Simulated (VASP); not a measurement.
Ti: single point with PBEsol

The system is Ti.

```
Ti
1.0
     0.00000    2.80328    2.80328
     2.80328    0.00000    2.80328
     2.80328    2.80328    0.00000
Ti
2
Direct
  0.12500 0.12500 0.12500
  0.87500 0.87500 0.87500
```

This cell differs from its parent crystal: volume scaled by 1.04.

```yaml
Program: VASP 6.6.1
Task: single point
Functional: PBEsol
Potentials_or_basis: VASP PAW PBE potentials, release 64 (Ti_sv)
Cutoff: 520 eV
k_mesh: 11 × 11 × 11
Occupations: fermi-dirac, width 0.1 eV
Spin: no spin polarisation
```

| Property | Result |
| --- | --- |
| Pressure | -1.2 GPa |
| Band gap on the k mesh | zero (band 12 reaches 5.61 eV, above the bottom of band 13 at 5.40 eV) |

Levels at points of the mesh, in eV from the Fermi level:
```csv
k point,band 8,band 9,band 10,band 11,band 12,band 13,band 14,band 15,band 16,band 17
"(0.00, 0.00, 0.00)",-32.22,-4.87,-0.65,-0.65,-0.14,-0.14,-0.14,1.77,1.77,1.77
```

Run time: 44 s on 1 thread of Intel(R) Xeon(R) Platinum 8375C CPU @ 2.90GHz (Ice Lake), on a shared host, peak memory 0.18 GiB.

Caveat: the PAW data sets were made with another functional, which shifts forces and pressure a little.
